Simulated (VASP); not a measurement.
## P: single point with PBE+D3(BJ)

P:

```
CELL_PARAMETERS angstrom
3.32252 0.00000 0.00000
0.00000 10.19152 0.00000
0.00000 0.00000 4.16686
ATOMIC_POSITIONS crystal
P 0.00000 0.89362 0.92810
P 0.50000 0.89362 0.57190
P 0.50000 0.60638 0.07190
P 0.00000 0.60638 0.42810
P 0.50000 0.39362 0.92810
P 0.00000 0.39362 0.57190
P 0.00000 0.10638 0.07190
P 0.50000 0.10638 0.42810
```

```yaml
Program: VASP 6.6.1
Task: single point
Functional: PBE
Dispersion: D3(BJ)
Potentials_or_basis: VASP PAW PBE potentials, release 64 (P)
Cutoff: 520 eV
k_mesh: 10 × 4 × 8
Occupations: gaussian, width 0.1 eV
Spin: no spin polarisation
```

```yaml
Pressure: -0.4 GPa
Largest_force: 0.058 eV/Å
Band_gap_on_the_k_mesh: zero (bands 20 and 21 overlap by 0.14 eV)
Dispersion_energy_per_atom: -0.398 eV
```

Forces on the atoms (eV/Å):
```
P    0.000  0.037 -0.045
P    0.000  0.037  0.045
P    0.000 -0.037  0.045
P    0.000 -0.037 -0.045
P    0.000  0.037 -0.045
P    0.000  0.037  0.045
P    0.000 -0.037  0.045
P    0.000 -0.037 -0.045
```

Levels at points of the mesh, in eV from the Fermi level:
```csv
k point,band 17,band 18,band 19,band 20,band 21,band 22,band 23,band 24
"(0.00, 0.00, 0.00)",-2.23,-1.88,-1.44,-0.42,0.40,0.60,0.97,1.18
"(0.50, 0.00, 0.00)",-3.04,-3.04,-2.17,-2.17,0.44,0.44,0.96,0.96
"(0.00, 0.50, 0.00)",-2.46,-2.46,-0.50,-0.50,0.75,0.75,1.07,1.07
"(0.50, 0.50, 0.00)",-2.73,-2.73,-2.73,-2.73,0.74,0.74,0.74,0.74
"(0.00, 0.00, 0.50)",-1.31,-1.31,-0.94,-0.94,1.27,1.27,1.40,1.40
"(0.50, 0.00, 0.50)",-2.55,-2.55,-2.55,-2.55,2.33,2.33,2.33,2.33
"(0.00, 0.50, 0.50)",-1.05,-1.05,-1.05,-1.05,1.52,1.52,1.52,1.52
"(0.50, 0.50, 0.50)",-2.17,-2.17,-2.17,-2.17,1.55,1.55,1.55,1.55
```

Run time: 5.7 min on 1 thread of Oxide Virtual Turin-like Processor, on a shared host, peak memory 0.38 GiB.
